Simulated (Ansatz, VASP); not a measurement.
## Al: VASP beside Ansatz

Contents of INCAR:

```
SYSTEM = Al
PREC = Accurate
ENCUT = 500
EDIFF = 1E-6
ISMEAR = 0
SIGMA = 0.1
LREAL = .FALSE.
LASPH = .TRUE.
NELM = 120
ALGO = Normal
ISIF = 2
LWAVE = .FALSE.
LCHARG = .FALSE.
GGA = PE
NBANDS = 8
GGA_COMPAT = .FALSE.
```

KPOINTS

```
regular mesh
0
G
  8 8 8
  0 0 0
```

File POSCAR:

```
Al
1.0
    0.0000000000      2.0553734234      2.0553734234
    2.0553734234      0.0000000000      2.0553734234
    2.0553734234      2.0553734234      0.0000000000
Al
1
Direct
    0.0000000000      0.0000000000      0.0000000000
```

Input for Ansatz:

```yaml
crystal:
  lattice:
    - [0.0, 2.0553734234, 2.0553734234]
    - [2.0553734234, 0.0, 2.0553734234]
    - [2.0553734234, 2.0553734234, 0.0]
  atoms:
    - { symbol: Al, position: [0.0, 0.0, 0.0] }
basis:
  ecutwfc: 420
kpoints:
  mp_grid: { grid: [8, 8, 8] }
hamiltonian:
  xc: pbe
scf:
  occupations: { method: gaussian, width: 0.1 }
output:
  forces: true
  stress: true
  eigenvalues: true
```

Alike in both runs: task single point; functional PBE; k mesh 8 × 8 × 8; occupations gaussian, width 0.1 eV; no spin polarisation.

```csv
,VASP,Ansatz
version,VASP 6.6.1,Ansatz 0.2.0
potentials or method,"VASP PAW PBE potentials, release 64 (Al), cutoff 500 eV","scalar-relativistic, plane waves, PAW"
valence electrons in the cell,3,3
```

|  | VASP | Ansatz | Ansatz less VASP |
| --- | --- | --- | --- |
| gap on the k mesh at the Fermi level (eV) | none | none | - |
| pressure (GPa) | -3.7 | -3.7 | +0.04 |

A gap of «none» marks a metal or a gap that the smearing closes.
